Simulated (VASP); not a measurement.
# LiH (I4/mmm) in VASP: further runs, part 2 of 2

VASP 6.6.1.

## (4) Single point, PBE (strain +0.000 along x and y, -0.080 along z)

File INCAR:

```
PREC = Accurate
ENCUT = 520
EDIFF = 1E-6
ISMEAR = 0
SIGMA = 0.05
LREAL = F
LASPH = T
NELM = 100
ALGO = Normal
ISIF = 2
LWAVE = F
LCHARG = T
GGA = PE
LELF = T
LVHAR = T
NBANDS = 9
```

File KPOINTS:

```
regular mesh
0
Gamma
  10 10 10
```

File POSCAR:

```
LiH
1.0
    0.0000000000      2.0325000000      1.8699000000
    2.0325000000      0.0000000000      1.8699000000
    2.0325000000      2.0325000000      0.0000000000
Li H
1 1
Direct
    0.0000000000      0.0000000000      0.0000000000
    0.5000000000      0.5000000000      0.5000000000
```

Potentials or basis: VASP PAW PBE potentials, release 64 (Li_sv, H).

Started as:

```sh
cat potpaw_PBE.64/Li_sv/POTCAR potpaw_PBE.64/H/POTCAR > POTCAR
mpirun -np 1 vasp_std > vasp.out
```

OUTCAR:

```text
PREC = Accurate
   ENCUT = 520
   EDIFF = 1E-6
   ISMEAR = 0
   LREAL = F
   LASPH = T
   NELM = 100
   ISIF = 2
   GGA = PE

 ion  position               nearest neighbor table
   1  0.000  0.000  0.000-
   2  0.500  0.500  0.500-

  LATTYP: Found a body centered tetragonal cell.
 ALAT       =     2.8743890655
 C/A-ratio  =     1.3010764774

  Lattice vectors:

 A1 = (   0.0000000000,  -2.0325000000,  -1.8699000000)
 A2 = (   0.0000000000,   2.0325000000,  -1.8699000000)
 A3 = (   2.0325000000,   0.0000000000,   1.8699000000)

Analysis of symmetry for initial positions (statically):
=====================================================================
 Subroutine PRICEL returns:
 Original cell was already a primitive cell.

 Routine SETGRP: Setting up the symmetry group for a
 body centered tetragonal supercell.

 Subroutine GETGRP returns: Found 16 space group operations
 (whereof 16 operations were pure point group operations)
 out of a pool of 16 trial point group operations.

The static configuration has the point symmetry D_4h.

Analysis of symmetry for dynamics (positions and initial velocities):
[... 160 lines left out ...]
 E-fermi :   0.9879     XC(G=0):  -8.6374

 val. band max:        0.6974139216   @ k =   0.5000   0.5000   0.0000
 cond. band min:       2.8642693180   @ k =   0.5000   0.0000   0.5000
 fundamental gap:      2.1668553964
 Fermi energy:         0.9879097131

 k-point     1 :       0.0000    0.0000    0.0000
  band No.  band energies     occupation
      1     -43.9601      2.00000
      2      -5.2932      2.00000
      3      16.7577      0.00000
      4      18.1652      0.00000
      5      18.9168      0.00000
      6      18.9168      0.00000
      7      23.3449      0.00000
      8      23.3449      0.00000
      9      23.8077      0.00000
[... 265 lines left out ...]
 k-point    24 :       0.4000    0.3000    0.0000
  band No.  band energies     occupation
      1     -43.8958      2.00000
      2      -1.9025      2.00000
      3       7.9284      0.00000
      4      10.5178      0.00000
      5      11.5267      0.00000
      6      16.1410      0.00000
      7      18.0111      0.00000
      8      29.9808      0.00000
      9      30.7626      0.00000

 [... further k-points ...]
[... 5 lines left out ...]
  --------------------------------------------------------------------------------------
  -------------------------------------------------------------------------------------
  Total       -0.0614770     -0.0614770      0.6407551      0.0000000      0.0000000      0.0000000
  in kB       -6.3754905     -6.3754905     66.4497223      0.0000000      0.0000000      0.0000000
  external PRESSURE =      17.8995804 kB  Pullay stress =       0.0000000 kB

 VOLUME and BASIS-vectors are now :
 -----------------------------------------------------------------------------
  energy-cutoff  :      520.00
  volume of cell :       15.45
      direct lattice vectors                 reciprocal lattice vectors
     0.000000000  2.032500000  1.869900000    -0.246002460  0.246002460  0.267393978
     2.032500000  0.000000000  1.869900000     0.246002460 -0.246002460  0.267393978
     2.032500000  2.032500000  0.000000000     0.246002460  0.246002460 -0.267393978

 POSITION                                       TOTAL-FORCE (eV/Angst)
 -----------------------------------------------------------------------------------
      0.00000      0.00000      0.00000         0.000000      0.000000     -0.000000
      2.03250      2.03250      1.86990         0.000000     -0.000000      0.000000
 -----------------------------------------------------------------------------------
    total drift:                                0.000000     -0.000000     -0.000000

  FREE ENERGIE OF THE ION-ELECTRON SYSTEM (eV)
  ---------------------------------------------------
  free  energy   TOTEN  =        -6.1050205690 eV

  energy  without entropy=       -6.1050205690  energy(sigma->0) =       -6.10502057
```

It took 8.6 s on 1 thread of Intel Xeon 6975P-C, shared host; peak memory 0.14 GiB.

What came out:

```yaml
Free_energy: -6.1050 eV
Band_gap_on_the_k_mesh: 2.17 eV, indirect (least direct gap 2.79 eV)
```

Caveat: the cell differs from its parent crystal (strain +0.000 along x and y, -0.080 along z); the cutoff is under 1.25 times the usual one of these potentials, so pressure, stress and relaxed cells hold a basis-set (Pulay) error. A k mesh can miss the band edges.

## (5) Single point, PBE (strain -0.040 along x and y, +0.080 along z)

File INCAR:

```
ALGO     = Normal         # electronic algorithm
EDIFF    = 1E-7           # SCF threshold, eV
ENCUT    = 520            # plane-wave cutoff, eV
GGA      = PE             # functional
ISIF     = 2              # what is computed and relaxed
ISMEAR   = 0              # smearing method
LASPH    = True           # aspherical terms in the spheres
LCHARG   = False          # write CHGCAR
LREAL    = False          # projectors in reciprocal space
LWAVE    = False          # write WAVECAR
NBANDS   = 9              # bands
NELM     = 60             # most SCF steps
PREC     = Accurate       # precision mode
SIGMA    = 0.05           # smearing width, eV
```

File KPOINTS:

```
k-points
0
Gamma
  10 10 10
```

File POSCAR:

```
LiH
1.0
    0.0000000000      1.9512000000      2.1951000000
    1.9512000000      0.0000000000      2.1951000000
    1.9512000000      1.9512000000      0.0000000000
Li H
1 1
Direct
    0.0000000000      0.0000000000      0.0000000000
    0.5000000000      0.5000000000      0.5000000000
```

Started as:

```sh
cat potpaw_PBE.64/Li_sv/POTCAR potpaw_PBE.64/H/POTCAR > POTCAR
mpirun -np 1 vasp_std > vasp.out
```

Run time: 10 s. Hardware: 1 thread of Intel Xeon 6975P-C, shared host; peak memory 0.14 GiB.

The run converged. Its results:

| Item | Value |
| --- | --- |
| Free energy | -6.0970 eV |
| Band gap on the k mesh | 1.79 eV, indirect (least direct gap 2.71 eV) |

Levels at points of the mesh, in eV from the valence-band top:
```tsv
k point	band 1	band 2	band 3	band 4	band 5	band 6	band 7
(0.00, 0.00, 0.00)	-44.61	-5.58	14.96	17.02	17.02	17.81	21.58
(0.50, 0.00, 0.00)	-44.57	-2.83	4.59	12.26	15.84	17.03	17.06
(0.50, 0.50, 0.00)	-44.57	-0.92	1.79	11.61	11.61	14.71	17.23
(0.50, 0.00, 0.50)	-44.55	0.00	3.25	9.34	10.35	13.02	16.20
```

Caveat: the cell differs from its parent crystal (strain -0.040 along x and y, +0.080 along z); the cutoff is under 1.25 times the usual one of these potentials, so pressure, stress and relaxed cells hold a basis-set (Pulay) error.

## (6) Single point, PBE (strain +0.040 along x and y, -0.080 along z)

File INCAR:

```
ALGO = Normal
EDIFF = 1E-6
ENCUT = 520
GGA = PE
ISIF = 2
ISMEAR = 0
LASPH = True
LCHARG = True
LELF = True
LREAL = False
LVHAR = True
LWAVE = False
NBANDS = 9
NELM = 60
PREC = Accurate
SIGMA = 0.05
```

KPOINTS is that of step 5.

File POSCAR:

```
LiH
1.0
    0.0000000000      2.1138000000      1.8699000000
    2.1138000000      0.0000000000      1.8699000000
    2.1138000000      2.1138000000      0.0000000000
Li H
1 1
Direct
    0.0000000000      0.0000000000      0.0000000000
    0.5000000000      0.5000000000      0.5000000000
```

Potentials or basis: VASP PAW PBE potentials, release 64 (Li_sv, H).

Started as:

```sh
cat potpaw_PBE.64/Li_sv/POTCAR potpaw_PBE.64/H/POTCAR > POTCAR
mpirun -np 1 vasp_std > vasp.out
```

It took 9.4 s on 1 thread of Intel Xeon 6975P-C, shared host; peak memory 0.14 GiB.

It converged, with:

```
Free energy            : -6.0901 eV
Band gap on the k mesh : 1.94 eV, indirect (least direct gap 2.80 eV)
```

Levels at points of the mesh, in eV from the valence-band top:
```
           k point  band 1  band 2  band 3  band 4  band 5
(0.00, 0.00, 0.00)  -44.87   -5.83   14.77   16.37   17.43
(0.50, 0.00, 0.00)  -44.83   -3.09    4.34   12.24   14.54
(0.50, 0.50, 0.00)  -44.81    0.00    3.65    8.85    8.85
(0.50, 0.00, 0.50)  -44.82   -0.86    1.94   10.34   11.38
```

Caveat: the cell differs from its parent crystal (strain +0.040 along x and y, -0.080 along z); the cutoff is under 1.25 times the usual one of these potentials, so pressure, stress and relaxed cells hold a basis-set (Pulay) error.

## (7) Summary

| cell | gap on the mesh (eV) |
| --- | --- |
| a = 2.822, b = 2.822, c = 2.644 Å, angles 62.1, 62.1, 55.9°, 2 atoms | 1.53 |
| a = 2.884, b = 2.884, c = 2.644 Å, angles 62.7, 62.7, 54.6°, 2 atoms | 1.23 |
| a = 2.762, b = 2.762, c = 2.874 Å, angles 58.6, 58.6, 62.7°, 2 atoms | 2.17 |
| a = 2.937, b = 2.937, c = 2.759 Å, angles 62.0, 62.0, 56.0°, 2 atoms | 1.79 |
| a = 2.822, b = 2.822, c = 2.989 Å, angles 58.0, 58.0, 64.0°, 2 atoms | 1.94 |

Alike in all rows: task single point; level PBE; potentials or basis VASP PAW PBE potentials, release 64 (Li_sv, H); no spin polarisation; k mesh 10 × 10 × 10; cutoff (eV) 520; smearing gaussian 0.05 eV.

Caveats: the cutoff is under 1.25 times the usual one of these potentials, so pressure, stress and relaxed cells hold a basis-set (Pulay) error.

Absolute energies hang on the potentials; compare differences alone.
